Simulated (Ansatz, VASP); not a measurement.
**One calculation of BP, two programs**

Contents of INCAR:

```
ALGO = Normal ; EDIFF = 1E-7
ENCUT = 520 ; GGA = PE
ISIF = 2 ; ISMEAR = 0
LASPH = T ; LCHARG = F
LREAL = F ; LWAVE = F
NBANDS = 31 ; NELM = 60
PREC = Accurate ; SIGMA = 0.05
```

KPOINTS

```
k-points
0
Gamma
  9 9 1
```

Contents of POSCAR:

```
BP
1.0
    3.2161364111      0.0000000000      0.0000000000
   -1.6080682055      2.7852558340      0.0000000000
    0.0000000000      0.0000000000     26.1603486296
P B
5 5
Direct
    0.0000000000      0.0000000000      0.2866934270
    0.3333333333      0.6666666667      0.3870729908
    0.6666666667      0.3333333333      0.4874525545
    0.0000000000      0.0000000000      0.5878321183
    0.3333333333      0.6666666667      0.6882116821
    0.3333333333      0.6666666667      0.3117883179
    0.6666666667      0.3333333333      0.4121678817
    0.0000000000      0.0000000000      0.5125474455
    0.3333333333      0.6666666667      0.6129270092
    0.6666666667      0.3333333333      0.7133065730
```

Input for Ansatz:

```yaml
crystal:
  lattice:
    - [3.2161364111, 0.0, 0.0]
    - [-1.6080682055, 2.785255834, 0.0]
    - [0.0, 0.0, 26.1603486296]
  atoms:
    - { symbol: P, position: [0.0, 0.0, 0.286693427] }
    - { symbol: B, position: [0.3333333333, 0.6666666667, 0.3117883179] }
    - { symbol: P, position: [0.3333333333, 0.6666666667, 0.3870729908] }
    - { symbol: B, position: [0.6666666667, 0.3333333333, 0.4121678817] }
    - { symbol: P, position: [0.6666666667, 0.3333333333, 0.4874525545] }
    - { symbol: B, position: [0.0, 0.0, 0.5125474455] }
    - { symbol: P, position: [0.0, 0.0, 0.5878321183] }
    - { symbol: B, position: [0.3333333333, 0.6666666667, 0.6129270092] }
    - { symbol: P, position: [0.3333333333, 0.6666666667, 0.6882116821] }
    - { symbol: B, position: [0.6666666667, 0.3333333333, 0.713306573] }
basis:
  ecutwfc: 420
kpoints:
  mp_grid: { grid: [9, 9, 1] }
hamiltonian:
  xc: pbe
scf:
  occupations: { method: gaussian, width: 0.05 }
output:
  forces: true
  stress: true
  eigenvalues: true
```

Alike in both runs: task single point; functional PBE; k mesh 9 × 9 × 1; occupations gaussian, width 0.05 eV; no spin polarisation.

```csv
,VASP,Ansatz
version,VASP 6.6.1,Ansatz 0.2.0
potentials or method,"VASP PAW PBE potentials, release 64 (P, B), cutoff 520 eV","scalar-relativistic, plane waves, PAW"
valence electrons in the cell,40,40
```

```csv
,VASP,Ansatz,Ansatz less VASP
gap on the k mesh at the Fermi level (eV),none,none,-
rms of the force components (eV/Å),0.647,0.647,-0.0004
```

A gap of «none» marks a metal or a gap that the smearing closes.
